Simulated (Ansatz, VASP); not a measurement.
Two plane-wave programs on MnSi

POSCAR

```
MnSi
1.0
    0.0000000000      2.3369455221      2.3369455221
    2.3369455221      0.0000000000      2.3369455221
    2.3369455221      2.3369455221      0.0000000000
Mn Si
1 1
Direct
    0.0000000000      0.0000000000      0.0000000000
    0.5000000000      0.5000000000      0.5000000000
```

The input INCAR.step1:

```
SYSTEM = MnSi
PREC = Accurate
ENCUT = 520
ISMEAR = -1
SIGMA = 0.08
LREAL = .False.
LASPH = .True.
NELM = 150
ISPIN = 2
MAGMOM = 3 0
LMAXMIX = 4
NBANDS = 20
GGA = PE
ALGO = Normal
EDIFF = 1E-4
LWAVE = .True.
LCHARG = .False.
```

INCAR.step2

```
SYSTEM = MnSi
PREC = Accurate
ENCUT = 520
EDIFF = 1E-6
ISMEAR = -1
SIGMA = 0.08
LREAL = .False.
LASPH = .True.
NELM = 150
ALGO = Normal
ISIF = 2
LWAVE = .False.
LCHARG = .False.
ISPIN = 2
MAGMOM = 3 0
LORBIT = 11
LMAXMIX = 4
METAGGA = R2SCAN
LMIXTAU = .True.
NBANDS = 20
ISTART = 1
```

The input KPOINTS:

```
Automatic mesh
0
Gamma
  14 14 14
  0 0 0
```

Input for Ansatz:

```yaml
crystal:
  lattice:
    - [0.0, 2.3369455221, 2.3369455221]
    - [2.3369455221, 0.0, 2.3369455221]
    - [2.3369455221, 2.3369455221, 0.0]
  atoms:
    - { symbol: Mn, position: [0.0, 0.0, 0.0], spin: 3.0 }
    - { symbol: Si, position: [0.5, 0.5, 0.5] }
magnetization:
  spin_polarized: true
kpoints:
  mp_grid: { grid: [14, 14, 14] }
scf:
  occupations: { method: fermi_dirac, width: 0.08 }
hamiltonian:
  xc: r2scan
  pseudopotentials: { kind: paw }
output:
  forces: true
  stress: true
  eigenvalues: true
  populations: true
  write_density: true
  write_potential: true
  elf: true
  volumetric_format: npy
```

Change from the starting cell: volume scaled by 0.85, PAW files.

Alike in both runs: task single point; functional r2SCAN; k mesh 14 × 14 × 14; occupations fermi-dirac, width 0.08 eV; collinear spin.

```csv
,VASP,Ansatz
version,VASP 6.6.1,Ansatz 0.2.0
potentials or method,"VASP PAW PBE potentials, release 64 (Mn_pv, Si)","PAW with Ansatz's default frozen-core files, scalar-relativistic"
plane-wave cutoff (eV),520,500
valence electrons in the cell,17,19
```

```tsv
	VASP	Ansatz	Ansatz less VASP
pressure (GPa)	19.6	19.5	-0.14
net moment per atom (μB)	1.30	1.30	0.000
size of the moment on the site where the two differ most (μB)	2.76	2.62	-0.141
```

VASP's potentials were made for PBE, not for r2SCAN. Site moments also hang on the region over which each program counts them. VASP's potentials hold 17 valence electrons a cell and Ansatz's 19, so a difference there can come from the potentials and not from the codes. Ansatz's warnings: stability check not made.
